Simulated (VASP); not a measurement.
Runs of VASP 6.6.1 on Si. The structure is that of space group Ibca (No. 73), or close to it. The cells are those of the table. 

| cell | gap on the mesh (eV) | pressure (GPa) | largest force (eV/Å) |
| --- | --- | --- | --- |
| a = 5.625 Å, angles 108.2, 108.2, 112.1°, 8 atoms | none | 5.9 | 0.47 |
| a = 5.673 Å, angles 112.9, 112.9, 102.8°, 8 atoms | none | (a) | 0.96 |
| a = 5.577 Å, angles 112.9, 112.9, 102.8°, 8 atoms | none | 10.8 | 1.25 |
| a = 5.727 Å, angles 112.2, 112.2, 104.2°, 8 atoms | none | 0.5 | 0.64 |
| a = 5.629 Å, angles 111.5, 111.5, 105.5°, 8 atoms | none | (b) | 0.65 |

Alike in all rows: task single point; level PBEsol; potentials or basis VASP PAW PBE potentials, release 64 (Si); no spin polarisation; k mesh 10 × 10 × 10; cutoff (eV) 520; smearing gaussian 0.15 eV.

Problem. Fill in the values left out.

Solution. (a) 4.2; (b) 6.0.

Caveats: the PAW data sets were made with another functional, which shifts forces and pressure a little.

A gap of «none» marks levels without a gap at the run's occupations.
